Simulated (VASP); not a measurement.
Write the native input for VASP 6.6.1 that does the following.

- Task: single point
- Functional: PBEsol
- Potentials or basis: VASP PAW PBE potentials, release 64 (Ni, H)
- Cutoff: 520 eV
- k mesh: 18 × 18 × 10
- Occupations: gaussian, width 0.1 eV
- Spin: collinear spin, ferromagnetic start
- Starting moments: [0.16, 0.16, 0.0] μB
- Dipole correction: no
- Further INCAR settings: ALGO = Normal; EDIFF = 1e-06; NBANDS = 22

The structure of Ni2H lies in POSCAR:

```
Ni2H
1.0
    2.5368330613      0.0000000000      0.0000000000
   -1.2684165306      2.1969618762      0.0000000000
    0.0000000000      0.0000000000      4.2043514774
Ni H
2 1
Direct
    0.3333333333      0.6666666667      0.2587403546
    0.6666666667      0.3333333333      0.7412596454
    0.0000000000      0.0000000000      0.0000000000
```

One way to write it, as run:

INCAR

```
SYSTEM = Ni2H
ALGO = Normal
EDIFF = 1E-6
ENCUT = 520
GGA = PS
ISIF = 2
ISMEAR = 0
ISPIN = 2
LASPH = .True.
LCHARG = .False.
LMAXMIX = 4
LORBIT = 11
LREAL = .False.
LWAVE = .False.
MAGMOM = 0.16 0.16 0
NBANDS = 22
NELM = 150
PREC = Accurate
SIGMA = 0.1
```

KPOINTS

```
k-points
0
Gamma
  18 18 10
  0 0 0
```

Potentials or basis: VASP PAW PBE potentials, release 64 (Ni, H).

The run is started by

```bash
$ cat potpaw_PBE.64/Ni/POTCAR potpaw_PBE.64/H/POTCAR > POTCAR
$ mpirun -np 1 vasp_std > vasp.out
```

It gave:

```
Pressure                                              : -6.1 GPa
Largest force                                         : 0.009 eV/Å
Net moment                                            : 0.28 μB per cell
Site moments                                          : Ni +0.14; H -0.00 μB
Valence electrons inside the program's atomic spheres : Ni 9.38; H 0.54
```

Caveat: the cell stands under tension; the PAW data sets were made with another functional, which shifts forces and pressure a little.

Wall time 3.8 min on 1 thread of Intel(R) Xeon(R) Platinum 8259CL CPU @ 2.50GHz (Skylake/Cascade Lake) (shared host), peak memory 0.34 GiB.
